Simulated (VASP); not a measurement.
# Ti18B36F (a cell with a defect) in VASP: single point with PBE

Aim: the single point of Ti18B36F (a cell with a defect) with PBE.

Everything below comes from runs of VASP 6.6.1. Logs are shortened: lines on timing, memory, paths and dates and some standing lists are left out, and cuts for length are marked.

## Step 1: The cell of the first run

The cell holds a defect, 55 atoms: a = 9.095 Å, b = 9.095 Å, c = 6.448 Å, α = 90.00°, β = 90.00°, γ = 120.00°.

## Step 2: Single point, PBE

Input file INCAR:

```
SYSTEM = Ti18B36F
PREC     = Accurate       ! precision mode
ENCUT    = 520            ! plane-wave cutoff, eV
EDIFF    = 1E-6           ! SCF threshold, eV
ISMEAR   = 1              ! smearing method
SIGMA    = 0.1            ! smearing width, eV
LREAL    = Auto         
LASPH    = .TRUE.         ! aspherical terms in the spheres
NELM     = 80             ! most SCF steps
ALGO     = Normal         ! electronic algorithm
ISIF     = 2              ! what is computed and relaxed
LWAVE    = .FALSE.        ! write WAVECAR
LCHARG   = .TRUE.         ! write CHGCAR
GGA      = PE             ! functional
LVHAR    = .TRUE.       
NBANDS   = 198            ! bands
KPAR     = 2            
NCORE    = 2
```

Input file KPOINTS:

```
regular mesh
0
G
  2 2 2
  0 0 0
```

Input file POSCAR:

```
Ti18B36F
1.0
    9.0952570700      0.0000000900      0.0000000000
   -4.5476286100      7.8767236400      0.0000000000
    0.0000000000      0.0000000000      6.4483601600
Ti B F
18 36 1
Direct
   -0.0030032457     -0.0015039248     -0.0001239075
    0.0021428061      0.0010707497      0.5009219274
    0.0003984715      0.3330490087     -0.0011713055
    0.0003039126      0.3331523511      0.4980841517
    0.0004007246      0.6673508225     -0.0011709954
    0.0003056738      0.6671530246      0.4980852372
    0.3349454722     -0.0015088799     -0.0001184797
    0.3323689698      0.0010770938      0.5009155692
    0.3349480516      0.3364521965     -0.0001166188
    0.3323666517      0.3312869779      0.5009164997
    0.3111242124      0.6555596220     -0.0089815083
    0.3276841725      0.6638402221      0.4968328258
    0.6779036938      0.0223726193     -0.0090086469
    0.6696049446      0.0057456554      0.4968461625
    0.6661022248      0.3330478585     -0.0011767333
    0.6662913652      0.3331426949      0.4980762427
    0.6779064573      0.6555191187     -0.0090109731
    0.6696040033      0.6638538025      0.4968377883
    0.1113366979      0.2221102415      0.2494922678
    0.2222963045      0.1111476065      0.2475116092
    0.1114429191      0.2220053756      0.7507248168
    0.2222976455      0.1111487492      0.7515140097
    0.1099172663      0.5549568818      0.2484786768
    0.2213252984      0.4429676779      0.2506213921
    0.1085360217      0.5542695402      0.7442659654
    0.2210622443      0.4431030133      0.7472462580
    0.1113349055      0.8892222592      0.2494900967
    0.2213282878      0.7783563649      0.2506162745
    0.1114450978      0.8894384658      0.7507201645
    0.2210658951      0.7779591186      0.7472409854
    0.4442152883      0.2221059212      0.2494728830
    0.5550969216      0.1121162796      0.2505922374
    0.4440022164      0.2219968657      0.7507189239
    0.5555018415      0.1123917749      0.7472518408
    0.4395863415      0.5457228356      0.2713123890
    0.5550965510      0.4429723714      0.2506034030
    0.4443130992      0.5551638168      0.7445593734
    0.5554979349      0.4430974234      0.7472470334
    0.4395891846      0.8938607322      0.2713109933
    0.5556183085      0.7778076558      0.2924315567
    0.4443161463      0.8891426537      0.7445539456
    0.5556313018      0.7778145115      0.7109294280
    0.7784974526      0.2235473796      0.2484729389
    0.8904567949      0.1121068810      0.2505927026
    0.7791921258      0.2249305690      0.7442507678
    0.8903393786      0.1123901206      0.7472448623
    0.7784965512      0.5549462098      0.2484751100
    0.8889747658      0.4444868298      0.2505474198
    0.7791905844      0.5542567099      0.7442427037
    0.8889771042      0.4444864489      0.7452978557
    0.7877245918      0.8938616169      0.2713379769
    0.8904580125      0.7783479782      0.2505923925
    0.7782795662      0.8891371908      0.7445655765
    0.8903428643      0.7779494622      0.7472321459
    0.5556711450      0.7778258106      0.0501194090
```

Potentials or basis: VASP PAW PBE potentials, release 64 (Ti_sv, B, F).

The run is started by

```bash
$ cat potpaw_PBE.64/Ti_sv/POTCAR potpaw_PBE.64/B/POTCAR potpaw_PBE.64/F/POTCAR > POTCAR
$ mpirun -np 4 vasp_std > vasp.out
```

OUTCAR:

```text
SYSTEM = Ti18B36F
   PREC = Accurate
   ENCUT = 520
   EDIFF = 1E-6
   ISMEAR = 1
   LREAL = Auto
   LASPH = .TRUE.
   NELM = 80
   ISIF = 2
   GGA = PE

 ion  position               nearest neighbor table
   1  0.997  0.998  1.000-  52 2.37  44 2.37  46 2.38  54 2.38  53 2.38  21 2.38  29 2.38  27 2.39
                            19 2.39  20 2.39  22 2.39  51 2.40
   2  0.002  0.001  0.501-  51 2.25  53 2.36  54 2.37  46 2.37  22 2.37  29 2.37  21 2.37  19 2.38
                            27 2.38  20 2.38  44 2.38  52 2.38
   3  0.000  0.333  0.999-  21 2.37  43 2.38  23 2.38  46 2.38  26 2.38  44 2.38  24 2.38  19 2.38
                            48 2.39  45 2.39  25 2.39  50 2.40  13 2.88  11 2.88
   4  0.000  0.333  0.498-  45 2.36  25 2.36  24 2.36  44 2.36  26 2.37  46 2.37  50 2.37  48 2.37
                            19 2.37  23 2.38  43 2.38  21 2.39
   5  0.000  0.667  0.999-  29 2.37  47 2.38  23 2.38  54 2.38  30 2.38  52 2.38  28 2.38  27 2.38
                            48 2.39  25 2.39  49 2.39  50 2.40  17 2.88  11 2.88
   6  0.000  0.667  0.498-  49 2.36  25 2.36  28 2.36  52 2.36  54 2.37  30 2.37  50 2.37  48 2.37
                            27 2.37  23 2.38  47 2.38  29 2.39
   7  0.335  0.998  1.000-  32 2.37  28 2.37  30 2.38  34 2.38  41 2.38  29 2.38  33 2.38  31 2.39
                            27 2.39  20 2.39  22 2.39  39 2.40
   8  0.332  0.001  0.501-  39 2.25  41 2.36  30 2.37  34 2.37  22 2.37  33 2.37  29 2.37  27 2.38
                            31 2.38  20 2.38  28 2.38  32 2.38
   9  0.335  0.336  1.000-  36 2.37  24 2.37  26 2.38  38 2.38  37 2.38  21 2.38  33 2.38  31 2.39
[... 47 lines left out ...]
  33  0.444  0.222  0.751-  38 1.74  34 1.74  22 1.75  15 2.37   8 2.37  10 2.37   7 2.38   9 2.38
                            16 2.39
  34  0.556  0.112  0.747-  33 1.74  41 1.76  45 1.76  13 2.30  16 2.37   8 2.37  14 2.37  15 2.38
                             7 2.38
  35  0.440  0.546  0.271-  24 1.73  36 1.73  40 1.83  10 2.25  12 2.32  18 2.32   9 2.40
  36  0.555  0.443  0.251-  35 1.73  31 1.74  47 1.76  18 2.36  16 2.36   9 2.37  17 2.37  15 2.38
                            10 2.38
  37  0.444  0.555  0.745-  26 1.76  38 1.76  42 1.77  10 2.36   9 2.38  18 2.39  12 2.39  17 2.44
                            11 2.44
  38  0.555  0.443  0.747-  33 1.74  37 1.76  49 1.76  17 2.30  16 2.37  10 2.37  18 2.37  15 2.38
                             9 2.38
  39  0.440  0.894  0.271-  32 1.73  28 1.73  40 1.83   8 2.25  12 2.32  14 2.32   7 2.40
  40  0.556  0.778  0.292-  55 1.56  39 1.83  35 1.83  51 1.83  12 2.23  18 2.23  14 2.23
  41  0.444  0.889  0.745-  34 1.76  30 1.76  42 1.77   8 2.36   7 2.38  14 2.39  12 2.39  13 2.44
                            11 2.44
  42  0.556  0.778  0.711-  41 1.77  53 1.77  37 1.77  14 2.26  18 2.26  12 2.26
  43  0.778  0.224  0.248-  48 1.74  44 1.76  32 1.76  13 2.30  14 2.35  16 2.38   4 2.38  15 2.38
                             3 2.38
  44  0.890  0.112  0.251-  51 1.73  19 1.74  43 1.76  14 2.36   4 2.36   1 2.37  13 2.37   3 2.38
                             2 2.38
  45  0.779  0.225  0.744-  50 1.73  46 1.76  34 1.76  13 2.25  14 2.35   4 2.36  16 2.36  15 2.39
                             3 2.39
  46  0.890  0.112  0.747-  21 1.74  53 1.76  45 1.76  13 2.30   4 2.37   2 2.37  14 2.37   3 2.38
                             1 2.38
  47  0.778  0.555  0.248-  48 1.74  36 1.76  52 1.76  17 2.30  18 2.35  16 2.38   6 2.38  15 2.38
                             5 2.38
  48  0.889  0.444  0.251-  47 1.74  43 1.74  23 1.74   4 2.37   6 2.37  16 2.37   3 2.39   5 2.39
                            15 2.39
  49  0.779  0.554  0.744-  50 1.73  54 1.76  38 1.76  17 2.25  18 2.35   6 2.36  16 2.36  15 2.39
                             5 2.39
  50  0.889  0.444  0.745-  45 1.73  49 1.73  25 1.73   4 2.37   6 2.37  16 2.37   3 2.40   5 2.40
                            15 2.40
  51  0.788  0.894  0.271-  44 1.73  52 1.73  40 1.83   2 2.25  18 2.32  14 2.32   1 2.40
  52  0.890  0.778  0.251-  51 1.73  27 1.74  47 1.76  18 2.36   6 2.36   1 2.37  17 2.37   5 2.38
                             2 2.38
  53  0.778  0.889  0.745-  54 1.76  46 1.76  42 1.77   2 2.36   1 2.38  14 2.39  18 2.39  13 2.44
                            17 2.44
  54  0.890  0.778  0.747-  29 1.74  53 1.76  49 1.76  17 2.30   6 2.37   2 2.37  18 2.37   5 2.38
                             1 2.38
  55  0.556  0.778  0.050-  40 1.56  17 1.96  11 1.96  13 1.96

  LATTYP: Found a hexagonal cell.
 ALAT       =     9.0952570700
 C/A-ratio  =     0.7089805280

  Lattice vectors:

 A1 = (   9.0952570700,   0.0000000900,   0.0000000000)
 A2 = (  -4.5476286100,   7.8767236400,   0.0000000000)
 A3 = (   0.0000000000,   0.0000000000,   6.4483601600)

Analysis of symmetry for initial positions (statically):
=====================================================================
 Subroutine PRICEL returns:
[... 182 lines left out ...]
 Found      8 irreducible k-points:

 Following reciprocal coordinates:
            Coordinates               Weight
  0.000000  0.000000  0.000000      1.000000
  0.500000  0.000000  0.000000      1.000000
  0.000000  0.500000  0.000000      1.000000
  0.500000  0.500000  0.000000      1.000000
  0.000000  0.000000  0.500000      1.000000
  0.500000  0.000000  0.500000      1.000000
  0.000000  0.500000  0.500000      1.000000
  0.500000  0.500000  0.500000      1.000000
   k-points           NKPTS =      8   k-points in BZ     NKDIM =      8   number of bands    NBANDS=    198
   number of dos      NEDOS =    301   number of ions     NIONS =     55
   total plane-waves  NPLWV = 235200
   dimension x,y,z NGX =    70 NGY =   70 NGZ =   48
   dimension x,y,z NGXF=   140 NGYF=  140 NGZF=   96
   ions per type =              18  36   1
   NGX,Y,Z   is equivalent  to a cutoff of  12.79, 12.79, 12.37 a.u.
   NGXF,Y,Z  is equivalent  to a cutoff of  25.59, 25.59, 24.75 a.u.
 SYSTEM =  Ti18B36F
   PREC   = accura    normal or accurate (medium, high low for compatibility)
   ISTART =      0    job   : 0-new  1-cont  2-samecut
   ICHARG =      2    charge: 1-file 2-atom 10-const
   ISPIN  =      1    spin polarized calculation?
   LNONCOLLINEAR =      F non collinear calculations
   LSORBIT =      F    spin-orbit coupling
   LASPH  =      T    aspherical Exc in radial PAW
   ENCUT  =  520.0 eV  38.22 Ry    6.18 a.u.  16.91 16.91 11.99*2*pi/ulx,y,z
   NELM   =     80;   NELMIN=  2; NELMDL= -5     # of ELM steps
   EDIFF  = 0.1E-05   stopping-criterion for ELM
   LREAL  =      T    real-space projection
   EDIFFG = 0.1E-04   stopping-criterion for IOM
   NSW    =      0    number of steps for IOM
[... 5 lines left out ...]
   TEBEG  =    0.0;   TEEND  =   0.0 temperature during run
   PSTRESS=    0.0 pullay stress
   NELECT =     331.0000    total number of electrons
   NUPDOWN=      -1.0000    fix difference up-down
   EMIN   =  10.00;   EMAX   =-10.00  energy-range for DOS
   EFERMI =   0.00;   METHOD = LEGACY
   ISMEAR =     1;   SIGMA  =   0.10  broadening in eV -4-tet -1-fermi 0-gaus
   EFERMI_NEDOS =   21; number of points for ismear=-14 and -15
   IALGO  =     38    algorithm
   IMIX   =      4    mixing-type and parameters
     AMIX     =   0.40;   BMIX     =  1.00
     AMIX_MAG =   1.60;   BMIX_MAG =  1.00
  volume/ion in A,a.u.               =       8.40        56.68
  Fermi-wavevector in a.u.,A,eV,Ry     =   1.464921  2.768299 29.198015  2.145994
  Thomas-Fermi vector in A             =   2.580839
   LORBIT       =      0    0 simple, 1 ext, 2 COOP (PROOUT), +10 PAW based schemes
   GGA     = PE    functional components
   LHFCALC =     F    Hartree Fock is set to
   AEXX    =    0.0000 exact exchange contribution
   IVDW    =     0    specifies the selected vdW correction
   LEPSILON=     F    determine dielectric tensor
   LRPA    =     F    only Hartree local field effects (RPA)
 non-spin polarized calculation
 Methfessel and Paxton  Order N= 1 SIGMA  =   0.10
  energy-cutoff  :      520.00
  volume of cell :      461.97
 maximum number of plane-waves:     12492
 NGX is ok and might be reduce to    70
   NGX = 33   NGY = 33   NGZ = 23

 number of electron     330.9999999 magnetization

 Free energy of the ion-electron system (eV)
  ---------------------------------------------------
  ext. energy  EPLUGINS =         0.00000000
  ---------------------------------------------------
  free energy    TOTEN  =      -437.33455327 eV

  energy without entropy =     -437.33899690  energy(sigma->0) =     -437.33603448

 E-fermi :  10.1307     XC(G=0): -12.8314

 val. band max:       10.1099870667   @ k =   0.0000   0.5000   0.0000
 cond. band min:      10.2438038478   @ k =   0.0000   0.0000   0.5000
 fundamental gap:      0.1338167811
 Fermi energy:        10.1307499716

 k-point     1 :       0.0000    0.0000    0.0000
  band No.  band energies     occupation
      1     -46.9994      2.00000
      2     -46.9870      2.00000
      3     -46.9865      2.00000
      4     -46.7525      2.00000
      5     -46.7498      2.00000
      6     -46.7334      2.00000
[... 1429 lines left out ...]
    176      11.4291     -0.00000
    177      11.5604     -0.00000
 [bands above 177 left out]

------------------------ aborting loop because EDIFF is reached ----------------------------------------

  FORCE on cell =-STRESS in cart. coord.  units (eV):
  Direction    XX          YY          ZZ          XY          YZ          ZX
  --------------------------------------------------------------------------------------
  -------------------------------------------------------------------------------------
  Total       20.2704190     20.2847150     17.7004982     -0.0134794      0.0018273      0.0027435
  in kB       70.3013126     70.3508934     61.3883836     -0.0467489      0.0063375      0.0095148
  external PRESSURE =      67.3468632 kB  Pullay stress =       0.0000000 kB

 VOLUME and BASIS-vectors are now :
 -----------------------------------------------------------------------------
  energy-cutoff  :      520.00
  volume of cell :      461.97
      direct lattice vectors                 reciprocal lattice vectors
     9.095257070  0.000000090  0.000000000     0.109947414  0.063478170  0.000000000
    -4.547628610  7.876723640  0.000000000    -0.000000001  0.126956339  0.000000000
     0.000000000  0.000000000  6.448360160     0.000000000  0.000000000  0.155078187

 POSITION                                       TOTAL-FORCE (eV/Angst)
 -----------------------------------------------------------------------------------
      4.52715      7.86488      6.44756         0.000920      0.000826     -0.001496
      0.01462      0.00843      3.23012        -0.000008      0.000092      0.000791
     -1.51096      2.62334      6.44081         0.001688     -0.001781      0.000721
     -1.51229      2.62415      3.21183        -0.000629      0.002016     -0.000284
     -3.03122      5.25654      6.44081        -0.000746      0.001836      0.000355
     -3.03118      5.25498      3.21183         0.001627     -0.002113     -0.000809
[... 47 lines left out ...]
      4.56007      6.12769      4.81842         0.001703      0.002642      0.000279
      1.51671      6.12672      0.32319         0.000799      0.001007     -0.032669
 -----------------------------------------------------------------------------------
    total drift:                               -0.066847     -0.038898     -0.024920

  FREE ENERGIE OF THE ION-ELECTRON SYSTEM (eV)
  ---------------------------------------------------
  free  energy   TOTEN  =      -437.3345532732 eV

  energy  without entropy=     -437.3389968960  energy(sigma->0) =     -437.33603448
```

Wall time 5 min (4 MPI ranks of Intel Xeon 6975P-C (Granite Rapids), shared host); peak memory 0.49 GiB.

Results:

- Free energy: -437.3346 eV
- Pressure: 6.7 GPa
- Largest force: 0.074 eV/Å
- Band gap on the k mesh: zero (an odd number of electrons rules out a gap without spin polarisation)

Forces in eV/Å, atoms in the order of the input:
```
Ti   0.001  0.001 -0.001
Ti   0.000  0.000  0.001
Ti   0.002 -0.002  0.001
Ti  -0.001  0.002  0.000
Ti  -0.001  0.002  0.000
Ti   0.002 -0.002 -0.001
Ti   0.002 -0.013  0.003
Ti  -0.009 -0.003 -0.008
Ti  -0.011  0.008  0.003
Ti  -0.006 -0.007 -0.009
Ti  -0.065 -0.037 -0.001
Ti  -0.002 -0.001  0.008
Ti   0.002  0.056 -0.017
Ti  -0.003 -0.001  0.007
Ti  -0.002 -0.001 -0.008
Ti   0.006  0.003 -0.013
Ti   0.049 -0.025 -0.017
Ti  -0.002 -0.002  0.009
B    0.003 -0.003  0.001
B    0.000  0.000  0.006
B    0.000  0.000  0.002
B   -0.001  0.000  0.002
B   -0.003 -0.002  0.002
B    0.000  0.003 -0.003
B    0.002  0.000  0.000
B    0.002  0.001  0.000
B   -0.001  0.005  0.001
B    0.002 -0.002 -0.003
B    0.000  0.000  0.002
B    0.002  0.001  0.000
B    0.000  0.000  0.003
B    0.003  0.002  0.000
B    0.004  0.002  0.002
B    0.000  0.000 -0.004
B   -0.001  0.004 -0.002
B    0.002  0.002 -0.001
B    0.001  0.003 -0.001
B    0.000  0.001 -0.004
B    0.003 -0.003 -0.002
B    0.002  0.001  0.071
B    0.003  0.000 -0.001
B    0.000 -0.001 -0.002
B    0.000  0.002  0.004
B    0.002  0.004 -0.001
B    0.000 -0.001  0.000
B    0.004  0.000 -0.001
B    0.002 -0.001  0.004
B    0.001  0.001  0.005
B   -0.001  0.001  0.000
B    0.001  0.001  0.000
B   -0.002 -0.001 -0.004
B    0.004  0.000 -0.001
B    0.001  0.001 -0.001
B    0.002  0.003  0.000
F    0.001  0.001 -0.033
```

Caveat: the k points lie up to 0.49 Å⁻¹ apart, too coarse for converged energies and pressures of a metal; an odd number of electrons without spin polarisation forces a metal; a magnetic or distorted state may lie lower.

The gap in the log of VASP goes by the Fermi energy; the results here count the filled bands.